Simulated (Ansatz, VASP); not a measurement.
# Co: VASP beside Ansatz

Contents of INCAR:

```
SYSTEM = Co
PREC = Accurate
ENCUT = 520
EDIFF = 1E-6
ISMEAR = 0
SIGMA = 0.1
LREAL = .FALSE.
LASPH = .TRUE.
NELM = 150
ALGO = Normal
ISIF = 2
LWAVE = .FALSE.
LCHARG = .TRUE.
ISPIN = 2
MAGMOM = 3
LORBIT = 11
LMAXMIX = 4
GGA = PE
LELF = .TRUE.
LVHAR = .TRUE.
NBANDS = 14
```

The input KPOINTS:

```
regular mesh
0
G
  8 8 8
  0 0 0
```

File POSCAR:

```
Co
1.0
   -1.4023200000      1.4023200000      1.4023200000
    1.4023200000     -1.4023200000      1.4023200000
    1.4023200000      1.4023200000     -1.4023200000
Co
1
Direct
    0.0000000000      0.0000000000      0.0000000000
```

Input for Ansatz:

```yaml
crystal:
  lattice:
    - [-1.40232, 1.40232, 1.40232]
    - [1.40232, -1.40232, 1.40232]
    - [1.40232, 1.40232, -1.40232]
  atoms:
    - { symbol: Co, position: [0.0, 0.0, 0.0], spin: 3.0 }
basis:
  ecutwfc: 420
kpoints:
  mp_grid: { grid: [8, 8, 8] }
hamiltonian:
  xc: pbe
scf:
  occupations: { method: gaussian, width: 0.1 }
  lower_state_search: "off"
output:
  forces: true
  stress: true
  eigenvalues: true
  populations: true
magnetization:
  spin_polarized: true
```

Alike in both runs: task single point; functional PBE; k mesh 8 × 8 × 8; occupations gaussian, width 0.1 eV; collinear spin.

```csv
,VASP,Ansatz
version,VASP 6.6.1,Ansatz 0.2.0
potentials or method,"VASP PAW PBE potentials, release 64 (Co), cutoff 520 eV","scalar-relativistic, plane waves, PAW"
valence electrons in the cell,9,17
```

```tsv
	VASP	Ansatz	Ansatz less VASP
gap on the k mesh at the Fermi level (eV)	none	none	-
pressure (GPa)	0.9	1.6	+0.76
net moment per atom (μB)	1.81	1.81	+0.002
size of the moment on the site where the two differ most (μB)	1.82	1.87	+0.046
```

Site moments also hang on the region over which each program counts them. A gap of «none» marks a metal or a gap that the smearing closes. VASP's potentials hold 9 valence electrons a cell and Ansatz's 17, so a difference there can come from the potentials and not from the codes.

The k mesh is coarse, so the values compare programs but aren't converged.
